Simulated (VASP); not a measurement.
# Cu in VASP: further runs

Cu is run at these levels: r2SCAN, PBEsol; tasks: single point.

Program: VASP 6.6.1. These are calculated values, not measurements. Logs are shortened: lines on timing, memory, paths and dates and some standing lists are left out, and cuts for length are marked.

## 1. The cell of the first run

The structure is orthorhombic, space group Cmcm (No. 63). The conventional cell has a = 2.437 Å, b = 7.953 Å, c = 2.475 Å, α = 90.00°, β = 90.00°, γ = 90.00°. Within 3.2 Å of Cu (site symmetry m2m) lie 10 Cu at 2.44 to 2.54 Å.

## 2. Single point, r2SCAN

The input, POSCAR:

```
Cu
1.0
    1.2184636900     -3.9763780104      0.0000000000
    1.2184636900      3.9763780104      0.0000000000
    0.0000000000      0.0000000000      2.4754955235
Cu
2
Direct
    0.8661333500      0.1338666500      0.7500000000
    0.1338666500      0.8661333500      0.2500000000
```

The input, INCAR.step1:

```
PREC = Accurate
ENCUT = 520
ISMEAR = -1
SIGMA = 0.05
LREAL = False
LASPH = True
NELM = 80
NBANDS = 18
GGA = PE
ALGO = Normal
EDIFF = 1E-4
LWAVE = True
LCHARG = False
```

The input, INCAR.step2:

```
PREC = Accurate
ENCUT = 520
EDIFF = 1E-6
ISMEAR = -1
SIGMA = 0.05
LREAL = False
LASPH = True
NELM = 80
ALGO = Normal
ISIF = 2
LWAVE = False
LCHARG = False
METAGGA = R2SCAN
LMIXTAU = True
NBANDS = 18
ISTART = 1
```

The input, KPOINTS:

```
regular mesh
0
Gamma
  6 6 6
```

Potentials or basis: VASP PAW PBE potentials, release 64 (Cu).

Launch:

```
cat potpaw_PBE.64/Cu/POTCAR > POTCAR
cp INCAR.step1 INCAR
mpirun -np 1 vasp_std > vasp.out
cp INCAR.step2 INCAR
mpirun -np 1 vasp_std > vasp.out
```

OUTCAR:

```text
PREC = Accurate
   ENCUT = 520
   EDIFF = 1E-6
   ISMEAR = -1
   LREAL = False
   LASPH = True
   NELM = 80
   ISIF = 2
   METAGGA = R2SCAN
   ISTART = 1

 ion  position               nearest neighbor table
   1  0.866  0.134  0.750-   2 2.46   2 2.46   2 2.54   2 2.54   2 2.54   2 2.54
   2  0.134  0.866  0.250-   1 2.46   1 2.46   1 2.54   1 2.54   1 2.54   1 2.54

  LATTYP: Found a base centered orthorhombic cell.
 ALAT       =     2.4369273800
 B/A-ratio  =     3.2634357864
 C/A-ratio  =     1.0158265461

  Lattice vectors:

 A1 = (   1.2184636900,  -3.9763780104,   0.0000000000)
 A2 = (   1.2184636900,   3.9763780104,   0.0000000000)
 A3 = (   0.0000000000,   0.0000000000,   2.4754955235)

Analysis of symmetry for initial positions (statically):
=====================================================================
 Subroutine PRICEL returns:
 Original cell was already a primitive cell.

 Routine SETGRP: Setting up the symmetry group for a
 base centered orthorhombic supercell.

 Subroutine GETGRP returns: Found  8 space group operations
 (whereof  4 operations were pure point group operations)
 out of a pool of  8 trial point group operations.

The static configuration has the point symmetry C_2h.
 The point group associated with its full space group is D_2h.

Analysis of symmetry for dynamics (positions and initial velocities):
=====================================================================
 Subroutine PRICEL returns:
 Original cell was already a primitive cell.

 Routine SETGRP: Setting up the symmetry group for a
 base centered orthorhombic supercell.

 Subroutine GETGRP returns: Found  8 space group operations
 (whereof  4 operations were pure point group operations)
 out of a pool of  8 trial point group operations.

The dynamic configuration has the point symmetry C_2h.
 The point group associated with its full space group is D_2h.

 Subroutine INISYM returns: Found  8 space group operations
 (whereof  4 operations are pure point group operations),
 and found     1 'primitive' translations

----------------------------------------------------------------------------------------

                                     Primitive cell

  volume of cell :      23.9879

  direct lattice vectors                    reciprocal lattice vectors
     1.218463690 -3.976378010  0.000000000     0.410352811 -0.125742572  0.000000000
     1.218463690  3.976378010  0.000000000     0.410352811  0.125742572  0.000000000
     0.000000000  0.000000000  2.475495523     0.000000000  0.000000000  0.403959527

  length of vectors
     4.158874348  4.158874348  2.475495523     0.429186001  0.429186001  0.403959527

  position of ions in fractional coordinates (direct lattice)
     0.866133350  0.133866650  0.750000000
     0.133866650  0.866133350  0.250000000

  ion indices of the primitive-cell ions
   primitive index   ion index
                 1           1
                 2           2

----------------------------------------------------------------------------------------

 KPOINTS: regular mesh

Automatic generation of k-mesh.
 Grid dimensions read from file:
 generate k-points for:    6    6    6

 Generating k-lattice:

  Cartesian coordinates                     Fractional coordinates (reciprocal lattice)
     0.068392135 -0.020957095  0.000000000     0.166666667 -0.000000000  0.000000000
     0.068392135  0.020957095  0.000000000    -0.000000000  0.166666667  0.000000000
     0.000000000  0.000000000  0.067326588     0.000000000  0.000000000  0.166666667

  Length of vectors
     0.071531000  0.071531000  0.067326588

  Shift w.r.t. Gamma in fractional coordinates (k-lattice)
     0.000000000  0.000000000  0.000000000

 Subroutine IBZKPT returns following result:
 ===========================================

 Found     52 irreducible k-points:

 Following reciprocal coordinates:
            Coordinates               Weight
  0.000000  0.000000  0.000000      1.000000
  0.166667  0.000000  0.000000      4.000000
  0.333333  0.000000  0.000000      4.000000
  0.500000  0.000000  0.000000      2.000000
  0.166667  0.166667  0.000000      2.000000
  0.333333  0.166667  0.000000      4.000000
[... 16 lines left out ...]
  0.333333  0.333333  0.166667      4.000000
  0.500000  0.333333  0.166667      8.000000
 [... further k-points ...]
   k-points           NKPTS =     52   k-points in BZ     NKDIM =     52   number of bands    NBANDS=     18
   number of dos      NEDOS =    301   number of ions     NIONS =      2
   total plane-waves  NPLWV =  18432
   dimension x,y,z NGX =    32 NGY =   32 NGZ =   18
   dimension x,y,z NGXF=    64 NGYF=   64 NGZF=   36
   ions per type =               2
   NGX,Y,Z   is equivalent  to a cutoff of  12.79, 12.79, 12.09 a.u.
   NGXF,Y,Z  is equivalent  to a cutoff of  25.58, 25.58, 24.18 a.u.
 SYSTEM =  unknown system
   PREC   = accura    normal or accurate (medium, high low for compatibility)
   ISTART =      1    job   : 0-new  1-cont  2-samecut
   ICHARG =      0    charge: 1-file 2-atom 10-const
   ISPIN  =      1    spin polarized calculation?
   LNONCOLLINEAR =      F non collinear calculations
   LSORBIT =      F    spin-orbit coupling
   LASPH  =      T    aspherical Exc in radial PAW
   ENCUT  =  520.0 eV  38.22 Ry    6.18 a.u.   7.73  7.73  4.60*2*pi/ulx,y,z
   NELM   =     80;   NELMIN=  2; NELMDL=  0     # of ELM steps
   EDIFF  = 0.1E-05   stopping-criterion for ELM
   LREAL  =      F    real-space projection
   EDIFFG = 0.1E-04   stopping-criterion for IOM
   NSW    =      0    number of steps for IOM
   IBRION =     -1    ionic relax: 0-MD 1-quasi-New 2-CG
   NFREE  =      0    steps in history (QN), initial steepest desc. (CG)
   ISIF   =      2    stress and relaxation
   ISYM   =      2    0-nonsym 1-usesym 2-fastsym
   POTIM  = 0.5000    time-step for ionic-motion
   TEBEG  =    0.0;   TEEND  =   0.0 temperature during run
   PSTRESS=    0.0 pullay stress
   NELECT =      22.0000    total number of electrons
   NUPDOWN=      -1.0000    fix difference up-down
   EMIN   =  10.00;   EMAX   =-10.00  energy-range for DOS
   EFERMI =   0.00;   METHOD = LEGACY
   ISMEAR =    -1;   SIGMA  =   0.05  broadening in eV -4-tet -1-fermi 0-gaus
   EFERMI_NEDOS =   21; number of points for ismear=-14 and -15
   IALGO  =     38    algorithm
   IMIX   =      4    mixing-type and parameters
     AMIX     =   0.40;   BMIX     =  1.00
     AMIX_MAG =   1.60;   BMIX_MAG =  1.00
  volume/ion in A,a.u.               =      11.99        80.94
  Fermi-wavevector in a.u.,A,eV,Ry     =   1.590566  3.005733 34.421366  2.529899
  Thomas-Fermi vector in A             =   2.689241
   LORBIT       =      0    0 simple, 1 ext, 2 COOP (PROOUT), +10 PAW based schemes
   METAGGA = R2SCAN    functional components
   LHFCALC =     F    Hartree Fock is set to
   AEXX    =    0.0000 exact exchange contribution
   IVDW    =     0    specifies the selected vdW correction
   LEPSILON=     F    determine dielectric tensor
   LRPA    =     F    only Hartree local field effects (RPA)
 non-spin polarized calculation
  energy-cutoff  :      520.00
  volume of cell :       23.99
 maximum number of plane-waves:       670
   NGX = 15   NGY = 15   NGZ =  9

 number of electron      21.9999988 magnetization

 Free energy of the ion-electron system (eV)
  ---------------------------------------------------
  ext. energy  EPLUGINS =         0.00000000
  ---------------------------------------------------
  free energy    TOTEN  =       -21.32128141 eV

  energy without entropy =      -21.31416143  energy(sigma->0) =      -21.31772142

 E-fermi :   7.3618     XC(G=0): -13.5782

 val. band max:        7.2634849841   @ k =   0.5000   0.3333   0.3333
 cond. band min:       7.3630313138   @ k =  -0.3333   0.3333   0.3333
 fundamental gap:      0.0995463297
 Fermi energy:         7.3618021990

 k-point     1 :       0.0000    0.0000    0.0000
  band No.  band energies     occupation
      1      -2.3188      2.00000
      2       2.0853      2.00000
      3       2.8516      2.00000
      4       3.3412      2.00000
      5       4.0752      2.00000
      6       4.3356      2.00000
[... 10 lines left out ...]
     17      27.4495      0.00000
     18      29.6257      0.00000

 k-point     2 :       0.1667    0.0000    0.0000
  band No.  band energies     occupation
      1      -1.5017      2.00000
      2       2.3516      2.00000
      3       3.1350      2.00000
      4       3.6005      2.00000
      5       4.0916      2.00000
      6       4.1586      2.00000
[... 10 lines left out ...]
     17      28.4804      0.00000
     18      31.9188      0.00000

 k-point     3 :       0.3333    0.0000    0.0000
  band No.  band energies     occupation
      1       0.6117      2.00000
      2       2.6335      2.00000
      3       3.2366      2.00000
      4       3.5914      2.00000
      5       4.1080      2.00000
      6       4.2828      2.00000
[... 10 lines left out ...]
     17      28.7783      0.00000
     18      29.5825      0.00000

 k-point     4 :       0.5000    0.0000    0.0000
  band No.  band energies     occupation
      1       1.9973      2.00000
      2       2.4244      2.00000
      3       3.3320      2.00000
      4       3.9746      2.00000
      5       4.2646      2.00000
      6       4.3047      2.00000
[... 375 lines left out ...]
      4       3.3933      2.00000
      5       3.9074      2.00000
      6       4.2824      2.00000
[... 10 lines left out ...]
     17      29.3427      0.00000
     18      30.0000      0.00000

 k-point    23 :       0.3333    0.3333    0.1667
  band No.  band energies     occupation
      1       2.1197      2.00000
      2       2.3660      2.00000
      3       3.3798      2.00000
      4       3.7428      2.00000
      5       3.9294      2.00000
      6       4.1338      2.00000
[... 10 lines left out ...]
     17      23.8054      0.00000
     18      25.8225      0.00000

 k-point    24 :       0.5000    0.3333    0.1667
  band No.  band energies     occupation
      1       0.6353      2.00000
      2       1.9644      2.00000
      3       3.0585      2.00000
      4       3.4445      2.00000
      5       3.7028      2.00000
      6       4.1016      2.00000
[... 10 lines left out ...]
     17      25.9157      0.00000
     18      27.1710      0.00000

 [... further k-points ...]

------------------------ aborting loop because EDIFF is reached ----------------------------------------

  FORCE on cell =-STRESS in cart. coord.  units (eV):
  Direction    XX          YY          ZZ          XY          YZ          ZX
  --------------------------------------------------------------------------------------
  -------------------------------------------------------------------------------------
  Total       -0.1023382      0.3936215      0.1381994      0.0000000      0.0000000      0.0000000
  in kB       -6.8352725     26.2903904      9.2304811      0.0000000      0.0000000      0.0000000
  external PRESSURE =       9.5618663 kB  Pullay stress =       0.0000000 kB

 VOLUME and BASIS-vectors are now :
 -----------------------------------------------------------------------------
  energy-cutoff  :      520.00
  volume of cell :       23.99
      direct lattice vectors                 reciprocal lattice vectors
     1.218463690 -3.976378010  0.000000000     0.410352811 -0.125742572  0.000000000
     1.218463690  3.976378010  0.000000000     0.410352811  0.125742572  0.000000000
     0.000000000  0.000000000  2.475495523     0.000000000  0.000000000  0.403959527

 POSITION                                       TOTAL-FORCE (eV/Angst)
 -----------------------------------------------------------------------------------
      1.21846     -2.91177      1.85662         0.000000     -0.023604     -0.000000
      1.21846      2.91177      0.61887         0.000000      0.023604      0.000000
 -----------------------------------------------------------------------------------
    total drift:                                0.000000      0.000000      0.000000

  FREE ENERGIE OF THE ION-ELECTRON SYSTEM (eV)
  ---------------------------------------------------
  free  energy   TOTEN  =       -21.3212814144 eV

  energy  without entropy=      -21.3141614343  energy(sigma->0) =      -21.31772142
```

Run time: 59 s. Hardware: 1 thread of Intel Xeon Platinum 8259CL at 2.50GHz (Skylake/Cascade Lake), shared host; peak memory 0.16 GiB.

What came out:

```yaml
Free_energy: -21.3213 eV
Pressure: 1.0 GPa
Largest_force: 0.024 eV/Å
Band_gap_on_the_k_mesh: zero (band 11 reaches 11.14 eV, above the bottom of band 12 at 5.47 eV)
```

Forces in eV/Å, atoms in the order of the input:
```
Cu   0.000 -0.024  0.000
Cu   0.000  0.024  0.000
```

Levels at points of the mesh, in eV from the Fermi level:
| k point | band 7 | band 8 | band 9 | band 10 | band 11 | band 12 | band 13 | band 14 | band 15 | band 16 |
| --- | --- | --- | --- | --- | --- | --- | --- | --- | --- | --- |
| (0.00, 0.00, 0.00) | -2.61 | -2.30 | -2.13 | -1.99 | -1.69 | -0.17 | 4.92 | 15.37 | 19.13 | 20.03 |
| (0.50, 0.00, 0.00) | -3.00 | -2.77 | -2.40 | -1.91 | -0.66 | 1.20 | 2.53 | 7.06 | 13.36 | 16.17 |
| (0.50, 0.50, 0.00) | -2.84 | -2.56 | -2.54 | -2.22 | -1.90 | -1.80 | 14.10 | 15.74 | 16.21 | 18.33 |
| (0.00, 0.00, 0.50) | -3.02 | -3.02 | -1.99 | -1.99 | -0.18 | -0.18 | 8.43 | 8.43 | 9.74 | 9.74 |
| (0.50, 0.00, 0.50) | -2.07 | -2.07 | -1.52 | -1.52 | 3.77 | 3.77 | 7.70 | 7.70 | 9.95 | 9.95 |
| (0.50, 0.50, 0.50) | -2.27 | -2.27 | -1.80 | -1.80 | -1.12 | -1.12 | 3.77 | 3.77 | 18.62 | 18.62 |

Caveat: the k points lie up to 0.45 Å⁻¹ apart; the PAW data sets were made with another functional, which shifts forces and pressure a little.

## 3. Single point, PBEsol (atoms moved at random)

The input, INCAR:

```
ALGO     = Fast           # electronic algorithm
EDIFF    = 1E-7           # SCF threshold, eV
ENCUT    = 520            # plane-wave cutoff, eV
GGA      = PS             # functional
ISIF     = 2              # what is computed and relaxed
ISMEAR   = -1             # smearing method
LASPH    = True           # aspherical terms in the spheres
LCHARG   = False          # write CHGCAR
LREAL    = False          # projectors in reciprocal space
LWAVE    = False          # write WAVECAR
NBANDS   = 18             # bands
NELM     = 100            # most SCF steps
PREC     = Accurate       # precision mode
SIGMA    = 0.05           # smearing width, eV
```

The input, KPOINTS:

```
k-points
0
Gamma
  11 11 11
```

The input, POSCAR:

```
Cu
1.0
    1.2184636900     -3.9763780104      0.0000000000
    1.2184636900      3.9763780104      0.0000000000
    0.0000000000      0.0000000000      2.4754955235
Cu
2
Direct
    0.8711190000      0.1333070000      0.7399220000
    0.1350420000      0.8851840000      0.2469580000
```

Potentials or basis: VASP PAW PBE potentials, release 64 (Cu).

Launch:

```
cat potpaw_PBE.64/Cu/POTCAR > POTCAR
mpirun -np 1 vasp_std > vasp.out
```

OUTCAR:

```text
EDIFF = 1E-7
   ENCUT = 520
   GGA = PS
   ISIF = 2
   ISMEAR = -1
   LASPH = True
   LREAL = False
   NELM = 100
   PREC = Accurate

 ion  position               nearest neighbor table
   1  0.871  0.133  0.740-   2 2.37   2 2.39   2 2.59   2 2.60   2 2.60   2 2.62
   2  0.135  0.885  0.247-   1 2.37   1 2.39   1 2.59   1 2.60   1 2.60   1 2.62

  LATTYP: Found a base centered orthorhombic cell.
 ALAT       =     2.4369273800
 B/A-ratio  =     3.2634357864
 C/A-ratio  =     1.0158265461
[... 695 lines left out ...]

------------------------ aborting loop because EDIFF is reached ----------------------------------------

  FORCE on cell =-STRESS in cart. coord.  units (eV):
  Direction    XX          YY          ZZ          XY          YZ          ZX
  --------------------------------------------------------------------------------------
  -------------------------------------------------------------------------------------
  Total       -0.3980737      0.0665391     -0.0140640     -0.0763659      0.0253397      0.0006016
  in kB      -26.5877529      4.4442184     -0.9393472     -5.1005548      1.6924647      0.0401802
  external PRESSURE =      -7.6942939 kB  Pullay stress =       0.0000000 kB

 VOLUME and BASIS-vectors are now :
 -----------------------------------------------------------------------------
  energy-cutoff  :      520.00
  volume of cell :       23.99
      direct lattice vectors                 reciprocal lattice vectors
     1.218463690 -3.976378010  0.000000000     0.410352811 -0.125742572  0.000000000
     1.218463690  3.976378010  0.000000000     0.410352811  0.125742572  0.000000000
     0.000000000  0.000000000  2.475495523     0.000000000  0.000000000  0.403959527

 POSITION                                       TOTAL-FORCE (eV/Angst)
 -----------------------------------------------------------------------------------
      1.22386     -2.93382      1.83167         0.005364      0.735560      0.052259
      1.24311      2.98285      0.61134        -0.005364     -0.735560     -0.052259
 -----------------------------------------------------------------------------------
    total drift:                               -0.000011     -0.000122      0.000306

  FREE ENERGIE OF THE ION-ELECTRON SYSTEM (eV)
  ---------------------------------------------------
  free  energy   TOTEN  =        -8.2720709432 eV

  energy  without entropy=       -8.2678417758  energy(sigma->0) =       -8.26995636
```

OSZICAR:

```text
N       E                     dE             d eps       ncg     rms          rms(c)
DAV:   1     0.121296869029E+03    0.12130E+03   -0.10450E+04 25656   0.216E+03
DAV:   2    -0.422754890060E+01   -0.12552E+03   -0.11897E+03 24024   0.286E+02
DAV:   3    -0.102749319191E+02   -0.60474E+01   -0.58070E+01 26946   0.857E+01
DAV:   4    -0.103389755690E+02   -0.64044E-01   -0.63998E-01 27966   0.947E+00
DAV:   5    -0.103398516553E+02   -0.87609E-03   -0.87605E-03 29584   0.964E-01    0.117E+01
RMM:   6    -0.909317563688E+01    0.12467E+01   -0.12330E+01 27935   0.622E+01    0.674E+00
RMM:   7    -0.829103283107E+01    0.80214E+00   -0.22286E+00 27644   0.277E+01    0.136E+00
RMM:   8    -0.827327294665E+01    0.17760E-01   -0.59218E-02 29383   0.248E+00    0.247E-01
RMM:   9    -0.827183905977E+01    0.14339E-02   -0.11238E-02 29492   0.185E+00    0.330E-02
RMM:  10    -0.827205243872E+01   -0.21338E-03   -0.21635E-03 29262   0.617E-01    0.703E-02
RMM:  11    -0.827205250948E+01   -0.70758E-07   -0.56977E-04 32429   0.227E-01    0.937E-03
RMM:  12    -0.827206752127E+01   -0.15012E-04   -0.15392E-04 32247   0.127E-01    0.648E-03
RMM:  13    -0.827206997968E+01   -0.24584E-05   -0.26170E-05 30734   0.581E-02    0.567E-03
RMM:  14    -0.827207080589E+01   -0.82621E-06   -0.12193E-05 31388   0.381E-02    0.802E-04
RMM:  15    -0.827207094367E+01   -0.13779E-06   -0.11216E-06 22678   0.889E-03    0.677E-04
RMM:  16    -0.827207094324E+01    0.43565E-09   -0.18945E-07 17022   0.513E-03
   1 F= -.82720709E+01 E0= -.82699564E+01  d E =-.422917E-02
```

Wall time 3.1 min (1 thread of Intel Xeon Platinum 8375C at 2.90GHz (Ice Lake), shared host); peak memory 0.34 GiB.

Results:

| Item | Value |
| --- | --- |
| Free energy | -8.2721 eV |
| Pressure | -0.8 GPa |
| Largest force | 0.737 eV/Å |
| Band gap on the k mesh | zero (band 11 reaches 11.11 eV, above the bottom of band 12 at 5.59 eV) |

Forces in eV/Å, atoms in the order of the input:
```
Cu   0.005  0.736  0.052
Cu  -0.005 -0.736 -0.052
```

Caveat: the cell differs from its parent crystal (atoms moved at random); the PAW data sets were made with another functional, which shifts forces and pressure a little.
